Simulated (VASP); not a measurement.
Input of a VASP 6.6.1 run:

Contents of INCAR:

```
ALGO     = Normal         # electronic algorithm
EDIFF    = 1E-6           # SCF threshold, eV
ENCUT    = 520            # plane-wave cutoff, eV
GGA      = PS             # functional
ISIF     = 2              # what is computed and relaxed
ISMEAR   = 0              # smearing method
LASPH    = True           # aspherical terms in the spheres
LCHARG   = False          # write CHGCAR
LREAL    = False          # projectors in reciprocal space
LWAVE    = False          # write WAVECAR
NBANDS   = 38             # bands
NELM     = 80             # most SCF steps
PREC     = Accurate       # precision mode
SIGMA    = 0.01           # smearing width, eV
```

The input KPOINTS:

```
k-points
0
Gamma
  5 5 4
```

The input POSCAR:

```
Na4SrCaSi2
1.0
    5.1909668709      0.0000000000      0.0000000000
    0.0000000000      5.1909668709      0.0000000000
    0.0000000000      0.0000000000      7.2799979208
Sr Ca Si Na
1 1 2 4
Direct
    0.0000000000      0.0000000000      0.0000000000
    0.5000000000      0.5000000000      0.5000000000
    0.0000000000      0.5000000000      0.2576830000
    0.5000000000      0.0000000000      0.7423170000
    0.0000000000      0.0000000000      0.5000000000
    0.5000000000      0.5000000000      0.0000000000
    0.0000000000      0.5000000000      0.7431210000
    0.5000000000      0.0000000000      0.2568790000
```

Potentials or basis: VASP PAW PBE potentials, release 64 (Sr_sv, Ca_sv, Si, Na_pv).

Launch:

```console
$ cat potpaw_PBE.64/Sr_sv/POTCAR potpaw_PBE.64/Ca_sv/POTCAR potpaw_PBE.64/Si/POTCAR potpaw_PBE.64/Na_pv/POTCAR > POTCAR
$ mpirun -np 1 vasp_std > vasp.out
```

Q: What does it give for the band gap on the k mesh?

A: 0.16 eV (least direct gap 0.31 eV).

Q: Predict the largest force.

A: 0.094 eV/Å.

Q: What does it give for the pressure?

A: 0.9 GPa.

Stress tensor (GPa, compression positive):
```
0.83 0.00 0.00
0.00 0.83 0.00
0.00 0.00 0.97
```

Caveat: the PAW data sets were made with another functional, which shifts forces and pressure a little. A k mesh can miss the band edges.
